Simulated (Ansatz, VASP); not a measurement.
**MoS2: VASP beside Ansatz**

```
Mo S
1.0
     1.58550    0.91539    6.11500
    -1.58550    0.91539    6.11500
     0.00000   -1.83078    6.11500
Mo S
1 2
Cartesian
  0.0000 0.0000 0.0000
  0.0000 0.0000 13.7587
  0.0000 0.0000 4.5862
```

Alike in both runs: task single point; functional LDA; k mesh 12 × 12 × 12; occupations methfessel-paxton of order 1, width 0.15 eV; no spin polarisation.

|  | VASP | Ansatz |
| --- | --- | --- |
| version | VASP 6.6.1 | Ansatz 0.2.0 |
| potentials or method | VASP PAW LDA potentials, release 64 (Mo_sv, S), cutoff 520 eV | plane waves, PAW |
| valence electrons in the cell | 26 | 26 |

Ansatz gave:

```
pressure (GPa)                                                : 0.0
traceless stress, the component that is largest in VASP (GPa) : 3.14
```

Which values does VASP return?

Pressure (GPa): 0.1; traceless stress, the component that is largest in VASP (GPa): 3.16.

LDA's correlation is that of Perdew and Zunger in VASP and of Perdew and Wang (1992) in Ansatz.
